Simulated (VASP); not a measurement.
# Sb (R-3m) in VASP: a series of runs

The runs below take Sb through single point, with PBEsol.

Program: VASP 6.6.1. These are calculated values, not measurements. Logs are shortened: lines on timing, memory, paths and dates and some standing lists are left out, and cuts for length are marked.

### Step 1. The cell of the first run

It takes space group R-3m (No. 166, trigonal). The conventional cell has a = 4.160 Å, b = 4.160 Å, c = 10.885 Å, α = 90.00°, β = 90.00°, γ = 120.00°. Sb (site symmetry 3m) has 6 Sb at 2.81 to 3.24 Å within 3.7 Å.

### Step 2. Single point, PBEsol

Input file INCAR:

```
SYSTEM = Sb
ALGO = Normal
EDIFF = 1E-6
ENCUT = 520
GGA = PS
ISIF = 2
ISMEAR = -1
LASPH = .TRUE.
LCHARG = .FALSE.
LREAL = .FALSE.
LWAVE = .FALSE.
NBANDS = 12
NELM = 60
PREC = Accurate
SIGMA = 0.15
```

Input file KPOINTS:

```
k-points
0
G
  8 8 8
  0 0 0
```

Input file POSCAR:

```
Sb
1.0
    2.0798572323      1.2008061813      3.6283091073
   -2.0798572323      1.2008061813      3.6283091073
    0.0000000000     -2.4016123627      3.6283091073
Sb
2
Direct
    0.2334900000      0.2334900000      0.2334900000
    0.7665100000      0.7665100000      0.7665100000
```

Potentials or basis: VASP PAW PBE potentials, release 64 (Sb).

On the command line:

```console
> cat potpaw_PBE.64/Sb/POTCAR > POTCAR
> mpirun -np 1 vasp_std > vasp.out
```

OUTCAR:

```text
SYSTEM = Sb
   EDIFF = 1E-6
   ENCUT = 520
   GGA = PS
   ISIF = 2
   ISMEAR = -1
   LASPH = .TRUE.
   LREAL = .FALSE.
   NELM = 60
   PREC = Accurate

 ion  position               nearest neighbor table
   1  0.233  0.233  0.233-   2 2.81   2 2.81   2 2.81   2 3.24   2 3.24   2 3.24
   2  0.767  0.767  0.767-   1 2.81   1 2.81   1 2.81   1 3.24   1 3.24   1 3.24

  LATTYP: Found a trigonal (rhomboedric) cell.
 ALAT       =     4.3511341705
 COS(alpha) =     0.5430253418

  Lattice vectors:

 A1 = (   2.0798572323,   1.2008061813,   3.6283091073)
 A2 = (  -2.0798572323,   1.2008061813,   3.6283091073)
 A3 = (   0.0000000000,  -2.4016123627,   3.6283091073)

Analysis of symmetry for initial positions (statically):
=====================================================================
 Subroutine PRICEL returns:
 Original cell was already a primitive cell.

 Routine SETGRP: Setting up the symmetry group for a
 trigonal (rhombohedral) supercell.

 Subroutine GETGRP returns: Found 12 space group operations
 (whereof 12 operations were pure point group operations)
 out of a pool of 12 trial point group operations.

The static configuration has the point symmetry D_3d.

Analysis of symmetry for dynamics (positions and initial velocities):
=====================================================================
 Subroutine PRICEL returns:
 Original cell was already a primitive cell.

 Routine SETGRP: Setting up the symmetry group for a
 trigonal (rhombohedral) supercell.

 Subroutine GETGRP returns: Found 12 space group operations
 (whereof 12 operations were pure point group operations)
 out of a pool of 12 trial point group operations.

The dynamic configuration has the point symmetry D_3d.

 Subroutine INISYM returns: Found 12 space group operations
 (whereof 12 operations are pure point group operations),
 and found     1 'primitive' translations

----------------------------------------------------------------------------------------

                                     Primitive cell

  volume of cell :      54.3703

  direct lattice vectors                    reciprocal lattice vectors
     2.079857232  1.200806181  3.628309107     0.240401116  0.138795644  0.091870159
    -2.079857232  1.200806181  3.628309107    -0.240401116  0.138795644  0.091870159
     0.000000000 -2.401612363  3.628309107     0.000000000 -0.277591287  0.091870159

  length of vectors
     4.351134171  4.351134171  4.351134211     0.292398792  0.292398792  0.292398784

  position of ions in fractional coordinates (direct lattice)
     0.233490000  0.233490000  0.233490000
     0.766510000  0.766510000  0.766510000

  ion indices of the primitive-cell ions
   primitive index   ion index
                 1           1
                 2           2

----------------------------------------------------------------------------------------

 KPOINTS: k-points

Automatic generation of k-mesh.
 Grid dimensions read from file:
 generate k-points for:    8    8    8

 Generating k-lattice:

  Cartesian coordinates                     Fractional coordinates (reciprocal lattice)
     0.030050140  0.017349455  0.011483770     0.125000000  0.000000000  0.000000000
    -0.030050140  0.017349455  0.011483770     0.000000000  0.125000000  0.000000000
     0.000000000 -0.034698911  0.011483770    -0.000000000 -0.000000000  0.125000000

  Length of vectors
     0.036549849  0.036549849  0.036549848

  Shift w.r.t. Gamma in fractional coordinates (k-lattice)
     0.000000000  0.000000000  0.000000000

 Subroutine IBZKPT returns following result:
 ===========================================

 Found     65 irreducible k-points:

 Following reciprocal coordinates:
            Coordinates               Weight
  0.000000  0.000000  0.000000      1.000000
  0.125000 -0.000000  0.000000      6.000000
  0.250000 -0.000000  0.000000      6.000000
  0.375000 -0.000000 -0.000000      6.000000
  0.500000 -0.000000  0.000000      3.000000
  0.125000  0.125000  0.000000      6.000000
[... 16 lines left out ...]
  0.250000  0.125000  0.125000      6.000000
  0.375000  0.125000  0.125000      6.000000
 [... further k-points ...]
   k-points           NKPTS =     65   k-points in BZ     NKDIM =     65   number of bands    NBANDS=     12
   number of dos      NEDOS =    301   number of ions     NIONS =      2
   total plane-waves  NPLWV =  32768
   dimension x,y,z NGX =    32 NGY =   32 NGZ =   32
   dimension x,y,z NGXF=    64 NGYF=   64 NGZF=   64
   ions per type =               2
   NGX,Y,Z   is equivalent  to a cutoff of  12.23, 12.23, 12.23 a.u.
   NGXF,Y,Z  is equivalent  to a cutoff of  24.45, 24.45, 24.45 a.u.
 SYSTEM =  Sb
   PREC   = accura    normal or accurate (medium, high low for compatibility)
   ISTART =      0    job   : 0-new  1-cont  2-samecut
   ICHARG =      2    charge: 1-file 2-atom 10-const
   ISPIN  =      1    spin polarized calculation?
   LNONCOLLINEAR =      F non collinear calculations
   LSORBIT =      F    spin-orbit coupling
   LASPH  =      T    aspherical Exc in radial PAW
   ENCUT  =  520.0 eV  38.22 Ry    6.18 a.u.   8.09  8.09  8.09*2*pi/ulx,y,z
   NELM   =     60;   NELMIN=  2; NELMDL= -5     # of ELM steps
   EDIFF  = 0.1E-05   stopping-criterion for ELM
   LREAL  =      F    real-space projection
   EDIFFG = 0.1E-04   stopping-criterion for IOM
   NSW    =      0    number of steps for IOM
   IBRION =     -1    ionic relax: 0-MD 1-quasi-New 2-CG
   NFREE  =      0    steps in history (QN), initial steepest desc. (CG)
   ISIF   =      2    stress and relaxation
   ISYM   =      2    0-nonsym 1-usesym 2-fastsym
   POTIM  = 0.5000    time-step for ionic-motion
   TEBEG  =    0.0;   TEEND  =   0.0 temperature during run
   PSTRESS=    0.0 pullay stress
   NELECT =      10.0000    total number of electrons
   NUPDOWN=      -1.0000    fix difference up-down
   EMIN   =  10.00;   EMAX   =-10.00  energy-range for DOS
   EFERMI =   0.00;   METHOD = LEGACY
   ISMEAR =    -1;   SIGMA  =   0.15  broadening in eV -4-tet -1-fermi 0-gaus
   EFERMI_NEDOS =   21; number of points for ismear=-14 and -15
   IALGO  =     38    algorithm
   IMIX   =      4    mixing-type and parameters
     AMIX     =   0.40;   BMIX     =  1.00
     AMIX_MAG =   1.60;   BMIX_MAG =  1.00
  volume/ion in A,a.u.               =      27.19       183.45
  Fermi-wavevector in a.u.,A,eV,Ry     =   0.931010  1.759353 11.793243  0.866779
  Thomas-Fermi vector in A             =   2.057458
   LORBIT       =      0    0 simple, 1 ext, 2 COOP (PROOUT), +10 PAW based schemes
   GGA     = PS    functional components
   LHFCALC =     F    Hartree Fock is set to
   AEXX    =    0.0000 exact exchange contribution
   IVDW    =     0    specifies the selected vdW correction
   LEPSILON=     F    determine dielectric tensor
   LRPA    =     F    only Hartree local field effects (RPA)
 non-spin polarized calculation
  energy-cutoff  :      520.00
  volume of cell :       54.37
 maximum number of plane-waves:      1483
   NGX = 17   NGY = 17   NGZ = 17

 number of electron      10.0000000 magnetization

 Free energy of the ion-electron system (eV)
  ---------------------------------------------------
  ext. energy  EPLUGINS =         0.00000000
  ---------------------------------------------------
  free energy    TOTEN  =        -8.98828803 eV

  energy without entropy =       -8.95733864  energy(sigma->0) =       -8.97281333

 E-fermi :   8.5108     XC(G=0): -10.1165

 val. band max:        8.3351738043   @ k =   0.5000  -0.0000   0.0000
 cond. band min:       8.5386572366   @ k =   0.5000   0.5000   0.5000
 fundamental gap:      0.2034834323
 Fermi energy:         8.5108311366

 k-point     1 :       0.0000    0.0000    0.0000
  band No.  band energies     occupation
      1      -5.0952      2.00000
      2       4.3246      2.00000
      3       6.1900      2.00000
      4       6.5297      2.00000
      5       6.5297      2.00000
      6      10.6146      0.00000
      7      11.3845      0.00000
      8      11.3845      0.00000
      9      13.5170      0.00000
     10      13.5170      0.00000
     11      13.7603      0.00000
     12      14.7116      0.00000

 k-point     2 :       0.1250   -0.0000    0.0000
  band No.  band energies     occupation
      1      -4.9028      2.00000
      2       3.2678      2.00000
      3       6.2326      2.00000
      4       6.4763      2.00000
      5       7.0130      1.99991
      6      10.5694      0.00000
      7      10.9370      0.00000
      8      10.9512      0.00000
      9      12.8592      0.00000
     10      13.4098      0.00000
     11      13.5795      0.00000
     12      16.0718      0.00000

 k-point     3 :       0.2500   -0.0000    0.0000
  band No.  band energies     occupation
      1      -4.3300      2.00000
      2       1.4449      2.00000
      3       6.2504      2.00000
      4       6.3813      2.00000
      5       7.5458      1.99679
      6       9.8381      0.00029
      7       9.9590      0.00013
      8      10.0066      0.00009
      9      13.3011      0.00000
     10      13.9694      0.00000
     11      14.4946      0.00000
     12      18.5123      0.00000

 k-point     4 :       0.3750   -0.0000   -0.0000
  band No.  band energies     occupation
      1      -3.3985      2.00000
      2      -0.3653      2.00000
      3       6.3341      2.00000
      4       6.3699      2.00000
      5       7.8777      1.97105
      6       8.8866      0.15098
      7       9.0971      0.03936
      8       9.2271      0.01673
      9      14.6271      0.00000
     10      15.6927      0.00000
     11      16.1008      0.00000
     12      18.8917      0.00000

 k-point     5 :       0.5000   -0.0000    0.0000
  band No.  band energies     occupation
      1      -2.4284      2.00000
      2      -1.6449      2.00000
      3       6.3304      2.00000
      4       6.4728      2.00000
      5       8.1912      1.78777
      6       8.3352      1.52667
      7       8.6981      0.44603
      8       8.9313      0.11434
      9      16.1659      0.00000
     10      16.9788      0.00000
     11      17.9762      0.00000
     12      17.9856      0.00000
[... 228 lines left out ...]
      1      -2.3381      2.00000
      2       0.3030      2.00000
      3       2.5104      2.00000
      4       4.2595      2.00000
      5       4.3786      2.00000
      6       9.6298      0.00115
      7      14.0683      0.00000
      8      14.5915      0.00000
      9      16.4651      0.00000
     10      17.5425      0.00000
     11      18.8329      0.00000
     12      19.5267      0.00000

 k-point    22 :       0.1250    0.1250    0.1250
  band No.  band energies     occupation
      1      -4.9371      2.00000
      2       3.1099      2.00000
      3       6.5621      2.00000
      4       6.5621      2.00000
      5       7.0941      1.99984
      6      10.5807      0.00000
      7      10.8534      0.00000
      8      10.8534      0.00000
      9      13.2525      0.00000
     10      13.7005      0.00000
     11      13.7005      0.00000
     12      15.6457      0.00000

 k-point    23 :       0.2500    0.1250    0.1250
  band No.  band energies     occupation
      1      -4.6422      2.00000
      2       2.2297      2.00000
      3       5.3716      2.00000
      4       6.9166      1.99995
      5       8.2049      1.76982
      6       9.7422      0.00054
      7       9.7586      0.00049
      8      11.6119      0.00000
      9      13.2170      0.00000
     10      13.6198      0.00000
     11      14.5266      0.00000
     12      16.1468      0.00000

 k-point    24 :       0.3750    0.1250    0.1250
  band No.  band energies     occupation
      1      -3.9746      2.00000
      2       0.8223      2.00000
      3       4.6848      2.00000
      4       6.8046      1.99998
      5       8.6162      0.66250
      6       8.9535      0.09937
      7       9.1455      0.02865
      8      11.8041      0.00000
      9      13.4367      0.00000
     10      14.3945      0.00000
     11      15.7416      0.00000
     12      17.8031      0.00000

 [... further k-points ...]

------------------------ aborting loop because EDIFF is reached ----------------------------------------

  FORCE on cell =-STRESS in cart. coord.  units (eV):
  Direction    XX          YY          ZZ          XY          YZ          ZX
  --------------------------------------------------------------------------------------
  -------------------------------------------------------------------------------------
  Total        2.9501863      2.9501865      2.3573970      0.0000000     -0.0000000      0.0000000
  in kB       86.9356790     86.9356860     69.4674480      0.0000000     -0.0000000      0.0000000
  external PRESSURE =      81.1129377 kB  Pullay stress =       0.0000000 kB

 VOLUME and BASIS-vectors are now :
 -----------------------------------------------------------------------------
  energy-cutoff  :      520.00
  volume of cell :       54.37
      direct lattice vectors                 reciprocal lattice vectors
     2.079857232  1.200806181  3.628309107     0.240401116  0.138795644  0.091870159
    -2.079857232  1.200806181  3.628309107    -0.240401116  0.138795644  0.091870159
     0.000000000 -2.401612363  3.628309107     0.000000000 -0.277591287  0.091870159

 POSITION                                       TOTAL-FORCE (eV/Angst)
 -----------------------------------------------------------------------------------
      0.00000     -0.00000      2.54152         0.000000     -0.000000      0.861833
      0.00000     -0.00000      8.34341         0.000000      0.000000     -0.861833
 -----------------------------------------------------------------------------------
    total drift:                               -0.000000     -0.000000      0.000000

  FREE ENERGIE OF THE ION-ELECTRON SYSTEM (eV)
  ---------------------------------------------------
  free  energy   TOTEN  =        -8.9882880257 eV

  energy  without entropy=       -8.9573386355  energy(sigma->0) =       -8.97281333
```

It took 17 s on 1 thread of AMD EPYC 7R13 (Zen 3), shared host; peak memory 0.16 GiB.

What came out:

* Free energy: -8.9883 eV
* Pressure: 8.1 GPa
* Largest force: 0.862 eV/Å
* Band gap on the k mesh: zero (band 5 reaches 8.64 eV, above the bottom of band 6 at 8.34 eV)

Forces on the atoms (eV/Å):
```
Sb   0.000  0.000  0.862
Sb   0.000  0.000 -0.862
```

Caveat: the PAW data sets were made with another functional, which shifts forces and pressure a little; spin-orbit coupling is left out, which moves the levels of the heavy elements.

### Step 3. Single point, PBEsol

This run uses another cell than the first one, of 27.94 Å³/atom, 1.028 times its volume.

Input file INCAR:

```
PREC = Accurate
ENCUT = 520
EDIFF = 1E-7
ISMEAR = -1
SIGMA = 0.15
LREAL = False
LASPH = True
NELM = 80
ALGO = Normal
ISIF = 2
LWAVE = False
LCHARG = False
GGA = PS
NBANDS = 12
```

Input file KPOINTS:

```
regular mesh
0
Gamma
  8 8 8
```

Input file POSCAR:

```
Sb
1.0
    2.0989395572      1.2118233672      3.6615982063
   -2.0989395572      1.2118233672      3.6615982063
    0.0000000000     -2.4236467344      3.6615982063
Sb
2
Direct
    0.2334900000      0.2334900000      0.2334900000
    0.7665100000      0.7665100000      0.7665100000
```

Potentials or basis: VASP PAW PBE potentials, release 64 (Sb).

On the command line:

```console
> cat potpaw_PBE.64/Sb/POTCAR > POTCAR
> mpirun -np 1 vasp_std > vasp.out
```

Run time: 32 s. Hardware: 1 thread of AMD EPYC 7R13 (Zen 3), shared host; peak memory 0.18 GiB.

Results (log left out):

| Item | Value |
| --- | --- |
| Free energy | -9.0531 eV |
| Pressure | 5.7 GPa |
| Largest force | 0.675 eV/Å |
| Band gap on the k mesh | zero (band 5 reaches 8.24 eV, above the bottom of band 6 at 7.94 eV) |

Forces in eV/Å, atoms in the order of the input:
```
Sb   0.000  0.000  0.675
Sb   0.000  0.000 -0.675
```

Stress tensor (GPa, compression positive):
```
6.14 0.00 0.00
0.00 6.14 0.00
0.00 0.00 4.79
```

Levels at points of the mesh, in eV from the Fermi level:
| k point | band 1 | band 2 | band 3 | band 4 | band 5 | band 6 | band 7 | band 8 | band 9 | band 10 |
| --- | --- | --- | --- | --- | --- | --- | --- | --- | --- | --- |
| (0.00, 0.00, 0.00) | -13.36 | -4.35 | -2.24 | -1.92 | -1.92 | 2.10 | 2.84 | 2.84 | 5.03 | 5.03 |
| (0.50, 0.00, 0.00) | -10.78 | -10.00 | -2.11 | -1.97 | -0.29 | -0.19 | 0.18 | 0.45 | 7.63 | 8.41 |
| (0.50, 0.50, 0.00) | -10.71 | -8.14 | -5.85 | -4.11 | -4.00 | 1.22 | 5.40 | 5.94 | 7.69 | 8.96 |
| (0.50, 0.50, 0.50) | -11.67 | -9.33 | -1.42 | -1.42 | -0.38 | 0.07 | 0.07 | 1.32 | 7.13 | 8.83 |

Caveat: the PAW data sets were made with another functional, which shifts forces and pressure a little; spin-orbit coupling is left out, which moves the levels of the heavy elements.

[end of part 1 of 2]
